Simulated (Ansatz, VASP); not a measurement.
## Two plane-wave programs on WC

The input INCAR:

```
  ALGO = Normal
  EDIFF = 1E-7
  ENCUT = 520
  GGA = PS
  ISIF = 2
  ISMEAR = 0
  LASPH = T
  LCHARG = F
  LREAL = F
  LWAVE = F
  NBANDS = 16
  NELM = 100
  PREC = Accurate
  SIGMA = 0.15
```

File KPOINTS:

```
k-points
0
Gamma
  24 24 24
```

Contents of POSCAR:

```
WC
1.0
    0.0000000000      2.1726853742      2.1726853742
    2.1726853742      0.0000000000      2.1726853742
    2.1726853742      2.1726853742      0.0000000000
W C
1 1
Direct
    0.0517792412     -0.0517792412     -0.0517792412
    0.5000000000      0.5000000000      0.5000000000
```

Input for Ansatz:

```yaml
crystal:
  lattice:
    - [0.0, 2.1726853742, 2.1726853742]
    - [2.1726853742, 0.0, 2.1726853742]
    - [2.1726853742, 2.1726853742, 0.0]
  atoms:
    - { symbol: W, position: [0.0517792412, -0.0517792412, -0.0517792412] }
    - { symbol: C, position: [0.5, 0.5, 0.5] }
basis:
  ecutwfc: 420
kpoints:
  mp_grid: { grid: [24, 24, 24] }
hamiltonian:
  xc: pbesol
scf:
  occupations: { method: gaussian, width: 0.15 }
output:
  forces: true
  stress: true
  eigenvalues: true
  write_density: true
  write_potential: true
  elf: true
  volumetric_format: npy
```

Alike in both runs: task single point; functional PBEsol; k mesh 24 × 24 × 24; occupations gaussian, width 0.15 eV; no spin polarisation.

|  | VASP | Ansatz |
| --- | --- | --- |
| version | VASP 6.6.1 | Ansatz 0.2.0 |
| potentials or method | VASP PAW PBE potentials, release 64 (W_sv, C), cutoff 520 eV | scalar-relativistic, plane waves, PAW |
| valence electrons in the cell | 18 | 18 |

|  | VASP | Ansatz | Ansatz less VASP |
| --- | --- | --- | --- |
| gap on the k mesh at the Fermi level (eV) | none | none | - |
| pressure (GPa) | 10.4 | 9.1 | -1.23 |
| traceless stress, the component that is largest in VASP (GPa) | 20.14 | 19.92 | -0.222 |
| rms of the force components (eV/Å) | 1.351 | 1.327 | -0.0234 |

VASP's potentials were made for PBE, not for PBEsol. Atom by atom the forces differ by 0.023 eV/Å (rms over components). A gap of «none» marks a metal or a gap that the smearing closes. With one functional, cell and mesh, what is left measures potentials, basis and numerics.

Neither program's run includes spin-orbit coupling.
